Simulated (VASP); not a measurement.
# Pt (C2/c) in VASP: further runs

Pt is run at these levels: PBEsol; tasks: single point.

All numbers are computed with VASP 6.6.1; they aren't measurements. Logs are shortened: lines on timing, memory, paths and dates and some standing lists are left out, and cuts for length are marked.

## 1. The cell of the first run

The structure is monoclinic, space group C2/c (No. 15). Conventional cell: a = 2.761 Å, b = 4.782 Å, c = 4.793 Å, α = 90.00°, β = 92.15°, γ = 90.00°. Within 3.6 Å of Pt (site symmetry 2) lie 12 Pt at 2.76 to 2.92 Å.

## 2. Single point, PBEsol (strain +0.0375 x Voigt [0, 0, 0, 0, 1, 0])

Contents of INCAR:

```
ALGO     = Fast           # electronic algorithm
EDIFF    = 1E-7           # SCF threshold, eV
ENCUT    = 520            # plane-wave cutoff, eV
GGA      = PS             # functional
ISIF     = 2              # what is computed and relaxed
ISMEAR   = 0              # smearing method
LASPH    = T              # aspherical terms in the spheres
LCHARG   = T              # write CHGCAR
LELF     = T              # ELF
LREAL    = F              # projectors in reciprocal space
LVHAR    = T            
LWAVE    = F              # write WAVECAR
NBANDS   = 17             # bands
NELM     = 100            # most SCF steps
PREC     = Accurate       # precision mode
SIGMA    = 0.15           # smearing width, eV
```

Contents of KPOINTS:

```
k-points
0
Gamma
  18 18 10
```

Contents of POSCAR:

```
Pt
1.0
    2.7606656158      0.0000000000      0.0517624803
   -1.3803328079      2.3908065546     -0.0258812401
    0.0898525125      0.0000000000      4.7921340000
Pt
2
Direct
    0.6666666667      0.3333333333      0.7500000000
    0.3333333333      0.6666666667      0.2500000000
```

Potentials or basis: VASP PAW PBE potentials, release 64 (Pt).

Command:

```bash
$ cat potpaw_PBE.64/Pt/POTCAR > POTCAR
$ mpirun -np 1 vasp_std > vasp.out
```

OUTCAR:

```text
EDIFF = 1E-7
   ENCUT = 520
   GGA = PS
   ISIF = 2
   ISMEAR = 0
   LASPH = T
   LREAL = F
   NELM = 100
   PREC = Accurate

 ion  position               nearest neighbor table
   1  0.667  0.333  0.750-   2 2.83   2 2.83   2 2.88   2 2.88   2 2.92   2 2.92
   2  0.333  0.667  0.250-   1 2.83   1 2.83   1 2.88   1 2.88   1 2.92   1 2.92

  LATTYP: Found a base centered monoclinic cell.
 ALAT       =     2.7611508464
 B/A-ratio  =     1.7317464257
 C/A-ratio  =     1.7358618054
 COS(beta)  =    -0.0374868210

  Lattice vectors:

 A1 = (  -1.3803328079,   2.3908065546,  -0.0258812401)
 A2 = (  -1.3803328079,  -2.3908065546,  -0.0258812402)
 A3 = (   0.0898525125,   0.0000000000,   4.7921340000)

Analysis of symmetry for initial positions (statically):
=====================================================================
 Subroutine PRICEL returns:
 Original cell was already a primitive cell.

 Routine SETGRP: Setting up the symmetry group for a
 base centered monoclinic supercell.

 Subroutine GETGRP returns: Found  4 space group operations
 (whereof  2 operations were pure point group operations)
 out of a pool of  4 trial point group operations.

The static configuration has the point symmetry S_2 .
 The point group associated with its full space group is C_2h.

Analysis of symmetry for dynamics (positions and initial velocities):
=====================================================================
 Subroutine PRICEL returns:
 Original cell was already a primitive cell.

 Routine SETGRP: Setting up the symmetry group for a
 base centered monoclinic supercell.

 Subroutine GETGRP returns: Found  4 space group operations
 (whereof  2 operations were pure point group operations)
 out of a pool of  4 trial point group operations.

The dynamic configuration has the point symmetry S_2 .
 The point group associated with its full space group is C_2h.

 Subroutine INISYM returns: Found  4 space group operations
 (whereof  2 operations are pure point group operations),
 and found     1 'primitive' translations

----------------------------------------------------------------------------------------

                                     Primitive cell

  volume of cell :      31.6180

  direct lattice vectors                    reciprocal lattice vectors
     2.760665616  0.000000000  0.051762480     0.362358875  0.209134444 -0.006794229
    -1.380332808  2.390806555 -0.025881240     0.000000000  0.418268888  0.000000000
     0.089852512  0.000000000  4.792134000    -0.003914038 -0.000000000  0.208748688

  length of vectors
     2.761150846  2.760786931  4.792976293     0.418434381  0.418268888  0.208785379

  position of ions in fractional coordinates (direct lattice)
     0.666666667  0.333333333  0.750000000
     0.333333333  0.666666667  0.250000000

  ion indices of the primitive-cell ions
   primitive index   ion index
                 1           1
                 2           2

----------------------------------------------------------------------------------------

 KPOINTS: k-points

Automatic generation of k-mesh.
 Grid dimensions read from file:
 generate k-points for:   18   18   10

 Generating k-lattice:

  Cartesian coordinates                     Fractional coordinates (reciprocal lattice)
     0.020131049  0.011618580 -0.000377457     0.055555556  0.000000000 -0.000000000
     0.000000000  0.023237160  0.000000000     0.000000000  0.055555556  0.000000000
    -0.000391404 -0.000000000  0.020874869     0.000000000 -0.000000000  0.100000000

  Length of vectors
     0.023246355  0.023237160  0.020878538

  Shift w.r.t. Gamma in fractional coordinates (k-lattice)
     0.000000000  0.000000000  0.000000000

 Subroutine IBZKPT returns following result:
 ===========================================

 Found    866 irreducible k-points:

 Following reciprocal coordinates:
            Coordinates               Weight
  0.000000  0.000000  0.000000      1.000000
  0.055556  0.000000  0.000000      4.000000
  0.111111  0.000000  0.000000      4.000000
  0.166667  0.000000  0.000000      4.000000
  0.222222  0.000000  0.000000      4.000000
  0.277778  0.000000  0.000000      4.000000
[... 16 lines left out ...]
 -0.333333  0.055556 -0.000000      4.000000
 -0.277778  0.055556  0.000000      4.000000
 [... further k-points ...]
   k-points           NKPTS =    866   k-points in BZ     NKDIM =    866   number of bands    NBANDS=     17
   number of dos      NEDOS =    301   number of ions     NIONS =      2
   total plane-waves  NPLWV =  20736
   dimension x,y,z NGX =    24 NGY =   24 NGZ =   36
   dimension x,y,z NGXF=    48 NGYF=   48 NGZF=   72
   ions per type =               2
   NGX,Y,Z   is equivalent  to a cutoff of  14.45, 14.45, 12.49 a.u.
   NGXF,Y,Z  is equivalent  to a cutoff of  28.90, 28.90, 24.97 a.u.
 SYSTEM =  unknown system
   PREC   = accura    normal or accurate (medium, high low for compatibility)
   ISTART =      0    job   : 0-new  1-cont  2-samecut
   ICHARG =      2    charge: 1-file 2-atom 10-const
   ISPIN  =      1    spin polarized calculation?
   LNONCOLLINEAR =      F non collinear calculations
   LSORBIT =      F    spin-orbit coupling
   LASPH  =      T    aspherical Exc in radial PAW
   ENCUT  =  520.0 eV  38.22 Ry    6.18 a.u.   5.13  5.13  8.91*2*pi/ulx,y,z
   NELM   =    100;   NELMIN=  2; NELMDL= -5     # of ELM steps
   EDIFF  = 0.1E-06   stopping-criterion for ELM
   LREAL  =      F    real-space projection
   EDIFFG = 0.1E-05   stopping-criterion for IOM
   NSW    =      0    number of steps for IOM
   IBRION =     -1    ionic relax: 0-MD 1-quasi-New 2-CG
   NFREE  =      0    steps in history (QN), initial steepest desc. (CG)
   ISIF   =      2    stress and relaxation
   ISYM   =      2    0-nonsym 1-usesym 2-fastsym
   POTIM  = 0.5000    time-step for ionic-motion
   TEBEG  =    0.0;   TEEND  =   0.0 temperature during run
   PSTRESS=    0.0 pullay stress
   NELECT =      20.0000    total number of electrons
   NUPDOWN=      -1.0000    fix difference up-down
   EMIN   =  10.00;   EMAX   =-10.00  energy-range for DOS
   EFERMI =   0.00;   METHOD = LEGACY
   ISMEAR =     0;   SIGMA  =   0.15  broadening in eV -4-tet -1-fermi 0-gaus
   EFERMI_NEDOS =   21; number of points for ismear=-14 and -15
   IALGO  =     68    algorithm
   IMIX   =      4    mixing-type and parameters
     AMIX     =   0.40;   BMIX     =  1.00
     AMIX_MAG =   1.60;   BMIX_MAG =  1.00
  volume/ion in A,a.u.               =      15.81       106.68
  Fermi-wavevector in a.u.,A,eV,Ry     =   1.405314  2.655658 26.870242  1.974907
  Thomas-Fermi vector in A             =   2.527787
   LORBIT       =      0    0 simple, 1 ext, 2 COOP (PROOUT), +10 PAW based schemes
   GGA     = PS    functional components
   LHFCALC =     F    Hartree Fock is set to
   AEXX    =    0.0000 exact exchange contribution
   IVDW    =     0    specifies the selected vdW correction
   LEPSILON=     F    determine dielectric tensor
   LRPA    =     F    only Hartree local field effects (RPA)
 non-spin polarized calculation
 RMM-DIIS sequential band-by-band and
 Gauss-broadening in eV      SIGMA  =   0.15
  energy-cutoff  :      520.00
  volume of cell :       31.62
 maximum number of plane-waves:       865
 NGX is ok and might be reduce to    24
   NGX = 11   NGY = 11   NGZ = 17

 number of electron      20.0000003 magnetization

 Free energy of the ion-electron system (eV)
  ---------------------------------------------------
  ext. energy  EPLUGINS =         0.00000000
  ---------------------------------------------------
  free energy    TOTEN  =       -13.76945650 eV

  energy without entropy =      -13.72797523  energy(sigma->0) =      -13.74871586

 E-fermi :  10.1853     XC(G=0): -13.3452

 val. band max:       10.1834393797   @ k =   0.4444   0.1667   0.5000
 cond. band min:      10.1856198053   @ k =   0.3889   0.1667   0.1000
 fundamental gap:      0.0021804256
 Fermi energy:        10.1852688517

 k-point     1 :       0.0000    0.0000    0.0000
  band No.  band energies     occupation
      1       0.4333      2.00000
      2       3.1060      2.00000
      3       6.2273      2.00000
      4       6.7652      2.00000
      5       6.7659      2.00000
      6       7.1238      2.00000
[... 9 lines left out ...]
     16      27.4339      0.00000
     17      31.1947      0.00000

 k-point     2 :       0.0556    0.0000    0.0000
  band No.  band energies     occupation
      1       0.5456      2.00000
      2       3.2099      2.00000
      3       6.2238      2.00000
      4       6.7517      2.00000
      5       6.8514      2.00000
      6       7.0690      2.00000
[... 9 lines left out ...]
     16      27.5821      0.00000
     17      30.4862      0.00000

 k-point     3 :       0.1111    0.0000    0.0000
  band No.  band energies     occupation
      1       0.8744      2.00000
      2       3.5035      2.00000
      3       6.1538      2.00000
      4       6.7570      2.00000
      5       6.9580      2.00000
      6       7.1040      2.00000
[... 9 lines left out ...]
     16      27.7554      0.00000
     17      29.3851      0.00000

 k-point     4 :       0.1667    0.0000    0.0000
  band No.  band energies     occupation
      1       1.3928      2.00000
      2       3.9161      2.00000
      3       6.0065      2.00000
      4       6.6094      2.00000
      5       6.8509      2.00000
      6       7.1408      2.00000
[... 9 lines left out ...]
     16      27.7739      0.00000
     17      28.0700      0.00000

 k-point     5 :       0.2222    0.0000    0.0000
  band No.  band energies     occupation
      1       2.0457      2.00000
      2       4.2675      2.00000
      3       5.9617      2.00000
      4       6.1835      2.00000
      5       6.4045      2.00000
      6       7.5158      2.00000
[... 9 lines left out ...]
     16      26.7543      0.00000
     17      28.3942      0.00000

 k-point     6 :       0.2778    0.0000    0.0000
  band No.  band energies     occupation
      1       2.7327      2.00000
      2       4.3321      2.00000
      3       5.5763      2.00000
      4       6.1755      2.00000
      5       6.4059      2.00000
      6       7.4457      2.00000
[... 9 lines left out ...]
     16      25.7716      0.00000
     17      27.7924      0.00000

 k-point     7 :       0.3333    0.0000    0.0000
  band No.  band energies     occupation
      1       3.2994      2.00000
      2       4.1847      2.00000
      3       5.1186      2.00000
      4       6.3090      2.00000
      5       6.8307      2.00000
      6       7.2235      2.00000
[... 9 lines left out ...]
     16      24.7840      0.00000
     17      25.5780      0.00000

 k-point     8 :       0.3889    0.0000    0.0000
  band No.  band energies     occupation
      1       3.6247      2.00000
      2       4.0051      2.00000
      3       4.7853      2.00000
      4       6.6189      2.00000
      5       6.9667      2.00000
      6       7.1865      2.00000
[... 9 lines left out ...]
     16      23.1134      0.00000
     17      24.3056      0.00000
[... 203 lines left out ...]
      1       3.8521      2.00000
      2       3.9292      2.00000
      3       4.5510      2.00000
      4       6.7817      2.00000
      5       7.0036      2.00000
      6       7.2821      2.00000
[... 9 lines left out ...]
     16      22.1068      0.00000
     17      23.6402      0.00000

 k-point    20 :       0.5000    0.0556   -0.0000
  band No.  band energies     occupation
      1       3.8523      2.00000
      2       3.9293      2.00000
      3       4.5510      2.00000
      4       6.7992      2.00000
      5       6.9826      2.00000
      6       7.2734      2.00000
[... 9 lines left out ...]
     16      22.1109      0.00000
     17      23.6324      0.00000

 k-point    21 :      -0.4444    0.0556    0.0000
  band No.  band energies     occupation
      1       3.7960      2.00000
      2       4.0117      2.00000
      3       4.6830      2.00000
      4       6.7849      2.00000
      5       6.8853      2.00000
      6       7.1146      2.00000
[... 9 lines left out ...]
     16      22.8137      0.00000
     17      24.0663      0.00000

 k-point    22 :      -0.3889    0.0556   -0.0000
  band No.  band energies     occupation
      1       3.5848      2.00000
      2       4.1730      2.00000
      3       4.9446      2.00000
      4       6.4158      2.00000
      5       6.9440      2.00000
      6       7.0059      2.00000
[... 9 lines left out ...]
     16      24.3218      0.00000
     17      24.8799      0.00000

 k-point    23 :      -0.3333    0.0556   -0.0000
  band No.  band energies     occupation
      1       3.1259      2.00000
      2       4.3576      2.00000
      3       5.3309      2.00000
      4       6.1660      2.00000
      5       6.5542      2.00000
      6       7.1375      2.00000
[... 9 lines left out ...]
     16      25.3912      0.00000
     17      26.8404      0.00000

 k-point    24 :      -0.2778    0.0556    0.0000
  band No.  band energies     occupation
      1       2.4719      2.00000
      2       4.4283      2.00000
      3       5.8224      2.00000
      4       5.9748      2.00000
      5       6.3663      2.00000
      6       7.3314      2.00000
[... 9 lines left out ...]
     16      26.3196      0.00000
     17      28.3448      0.00000

 [... further k-points ...]
[... 5 lines left out ...]
  --------------------------------------------------------------------------------------
  -------------------------------------------------------------------------------------
  Total       -2.1797606     -2.2080207     -2.1553103      0.0000000     -0.0000000     -0.0918300
  in kB     -110.4548748   -111.8868995   -109.2159060      0.0000000     -0.0000000     -4.6532942
  external PRESSURE =    -110.5192267 kB  Pullay stress =       0.0000000 kB

 VOLUME and BASIS-vectors are now :
 -----------------------------------------------------------------------------
  energy-cutoff  :      520.00
  volume of cell :       31.62
      direct lattice vectors                 reciprocal lattice vectors
     2.760665616  0.000000000  0.051762480     0.362358875  0.209134444 -0.006794229
    -1.380332808  2.390806555 -0.025881240     0.000000000  0.418268888  0.000000000
     0.089852512  0.000000000  4.792134000    -0.003914038 -0.000000000  0.208748688

 POSITION                                       TOTAL-FORCE (eV/Angst)
 -----------------------------------------------------------------------------------
      1.44772      0.79694      3.61998         0.000000     -0.007483     -0.000000
      0.02246      1.59387      1.19803        -0.000000      0.007483      0.000000
 -----------------------------------------------------------------------------------
    total drift:                               -0.000000      0.000000     -0.000000

  FREE ENERGIE OF THE ION-ELECTRON SYSTEM (eV)
  ---------------------------------------------------
  free  energy   TOTEN  =       -13.7694564989 eV

  energy  without entropy=      -13.7279752267  energy(sigma->0) =      -13.74871586
```

It took 13 min on 1 thread of Intel Xeon 8259CL, shared host; peak memory 0.45 GiB.

What came out:

```yaml
Free_energy: -13.7695 eV
Pressure: -11.1 GPa
Largest_force: 0.007 eV/Å
Band_gap_on_the_k_mesh: zero (bands 10 and 11 overlap by 1.22 eV)
```

Forces in eV/Å, atoms in the order of the input:
```
Pt   0.000 -0.007  0.000
Pt   0.000  0.007  0.000
```

Caveat: the cell differs from its parent crystal (strain +0.0375 x Voigt [0, 0, 0, 0, 1, 0]); the cell stands under tension; the PAW data sets were made with another functional, which shifts forces and pressure a little; spin-orbit coupling is left out, which moves the levels of the heavy elements.

## 3. Single point, PBEsol (strain +0.0187 x Voigt [0, 0, 0, 0, 1, 0])

Contents of INCAR:

```
SYSTEM = Pt
  PREC = Accurate
  ENCUT = 520
  EDIFF = 1E-6
  ISMEAR = 0
  SIGMA = 0.15
  LREAL = .False.
  LASPH = .True.
  NELM = 80
  ALGO = Fast
  ISIF = 2
  LWAVE = .False.
  LCHARG = .False.
  GGA = PS
  NBANDS = 17
```

Contents of KPOINTS:

```
Automatic mesh
0
Gamma
  18 18 10
  0 0 0
```

Contents of POSCAR:

```
Pt
1.0
    2.7606656158      0.0000000000      0.0258122235
   -1.3803328079      2.3908065546     -0.0129061118
    0.0448064529      0.0000000000      4.7921340000
Pt
2
Direct
    0.6666666667      0.3333333333      0.7500000000
    0.3333333333      0.6666666667      0.2500000000
```

Potentials or basis: VASP PAW PBE potentials, release 64 (Pt).

Command:

```bash
$ cat potpaw_PBE.64/Pt/POTCAR > POTCAR
$ mpirun -np 1 vasp_std > vasp.out
```

OUTCAR:

```text
SYSTEM = Pt
   PREC = Accurate
   ENCUT = 520
   EDIFF = 1E-6
   ISMEAR = 0
   LREAL = .False.
   LASPH = .True.
   NELM = 80
   ISIF = 2
   GGA = PS

 ion  position               nearest neighbor table
   1  0.667  0.333  0.750-   2 2.86   2 2.86   2 2.88   2 2.88   2 2.90   2 2.90
   2  0.333  0.667  0.250-   1 2.86   1 2.86   1 2.88   1 2.88   1 2.90   1 2.90

  LATTYP: Found a base centered monoclinic cell.
 ALAT       =     2.7607862853
 B/A-ratio  =     1.7319751024
 C/A-ratio  =     1.7358618054
 COS(beta)  =    -0.0186983653

  Lattice vectors:

[... 654 lines left out ...]
      4       5.9590      2.00000
      5       6.3687      2.00000
      6       7.3443      2.00000
[... 9 lines left out ...]
     16      26.3271      0.00000
     17      28.4151      0.00000

 [... further k-points ...]
[... 5 lines left out ...]
  --------------------------------------------------------------------------------------
  -------------------------------------------------------------------------------------
  Total       -2.1953715     -2.2025216     -2.2040654      0.0000000      0.0000000     -0.0441117
  in kB     -111.2165372   -111.5787592   -111.6569691      0.0000000      0.0000000     -2.2346801
  external PRESSURE =    -111.4840885 kB  Pullay stress =       0.0000000 kB

 VOLUME and BASIS-vectors are now :
 -----------------------------------------------------------------------------
  energy-cutoff  :      520.00
  volume of cell :       31.63
      direct lattice vectors                 reciprocal lattice vectors
     2.760665616  0.000000000  0.025812223     0.362263153  0.209134444 -0.003387160
    -1.380332808  2.390806555 -0.012906112     0.000000000  0.418268888  0.000000000
     0.044806453  0.000000000  4.792134000    -0.001951285  0.000000000  0.208693544

 POSITION                                       TOTAL-FORCE (eV/Angst)
 -----------------------------------------------------------------------------------
      1.41394      0.79694      3.60701        -0.000000     -0.002012      0.000000
      0.01120      1.59387      1.19803         0.000000      0.002012     -0.000000
 -----------------------------------------------------------------------------------
    total drift:                               -0.000000      0.000000     -0.000000

  FREE ENERGIE OF THE ION-ELECTRON SYSTEM (eV)
  ---------------------------------------------------
  free  energy   TOTEN  =       -13.7701598014 eV

  energy  without entropy=      -13.7275482389  energy(sigma->0) =      -13.74885402
```

Wall time 13 min (1 thread of Intel Xeon 8259CL, shared host); peak memory 0.45 GiB.

What came out:

| Quantity | Value |
| --- | --- |
| Free energy | -13.7702 eV |
| Pressure | -11.1 GPa |
| Band gap on the k mesh | zero (bands 10 and 11 overlap by 1.23 eV) |

Forces in eV/Å, atoms in the order of the input:
```
Pt   0.000 -0.002  0.000
Pt   0.000  0.002  0.000
```

Levels at points of the mesh, in eV from the Fermi level:
```tsv
k point	band 7	band 8	band 9	band 10	band 11	band 12	band 13	band 14
(0.00, 0.00, 0.00)	-3.05	-1.79	-1.78	-0.78	-0.21	-0.21	4.64	15.10
(0.50, 0.00, 0.00)	-2.62	0.01	0.29	0.49	2.24	3.70	7.18	8.81
(0.00, 0.50, 0.00)	-2.62	0.01	0.29	0.49	2.24	3.70	7.21	8.78
(0.00, 0.00, 0.50)	-3.40	-3.40	-0.86	-0.86	-0.71	-0.71	11.86	11.86
(0.50, 0.00, 0.50)	-0.87	-0.86	0.39	0.43	1.61	1.72	6.29	6.54
(0.00, 0.50, 0.50)	-0.86	-0.86	0.41	0.41	1.66	1.66	6.41	6.41
```

Caveat: the cell differs from its parent crystal (strain +0.0187 x Voigt [0, 0, 0, 0, 1, 0]); the cell stands under tension; the PAW data sets were made with another functional, which shifts forces and pressure a little; spin-orbit coupling is left out, which moves the levels of the heavy elements.
